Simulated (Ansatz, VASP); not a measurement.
AlP: VASP beside Ansatz

Contents of INCAR:

```
PREC = Accurate
ENCUT = 500
EDIFF = 1E-6
ISMEAR = 0
SIGMA = 0.01
LREAL = F
LASPH = T
NELM = 120
ALGO = Normal
ISIF = 2
LWAVE = F
LCHARG = T
GGA = CA
LELF = T
LVHAR = T
NBANDS = 11
GGA_COMPAT = F
```

File KPOINTS:

```
regular mesh
0
Gamma
  6 6 6
```

Contents of POSCAR:

```
AlP
1.0
    0.0000000000      2.7731165901      2.7731165901
    2.7731165901      0.0000000000      2.7731165901
    2.7731165901      2.7731165901      0.0000000000
Al P
1 1
Direct
    0.0000000000      0.0000000000      0.0000000000
    0.2500000000      0.2500000000      0.2500000000
```

Input for Ansatz:

```yaml
crystal:
  lattice:
    - [0.0, 2.7731165900898556, 2.7731165900898556]
    - [2.7731165900898556, 0.0, 2.7731165900898556]
    - [2.7731165900898556, 2.7731165900898556, 0.0]
  atoms:
    - { symbol: Al, position: [0.0, 0.0, 0.0] }
    - { symbol: P, position: [0.25, 0.25, 0.25] }
basis:
  ecutwfc: 500.0
kpoints:
  mp_grid:
    grid: [6, 6, 6]
hamiltonian:
  xc: lda
scf:
  occupations:
    method: fixed
output:
  stress: true
```

Alike in both runs: task single point; functional LDA; k mesh 6 × 6 × 6; no spin polarisation.

|  | VASP | Ansatz |
| --- | --- | --- |
| version | VASP 6.6.1 | Ansatz 0.2.0 |
| potentials or method | VASP PAW LDA potentials, release 64 (Al, P), cutoff 500 eV | plane waves, PAW |
| occupations | gaussian, width 0.01 eV | fixed |
| valence electrons in the cell | 8 | 8 |

```csv
,VASP,Ansatz,Ansatz less VASP
pressure (GPa),-4.8,-4.8,-0.04
```

LDA's correlation is that of Perdew and Zunger in VASP and of Perdew and Wang (1992) in Ansatz.
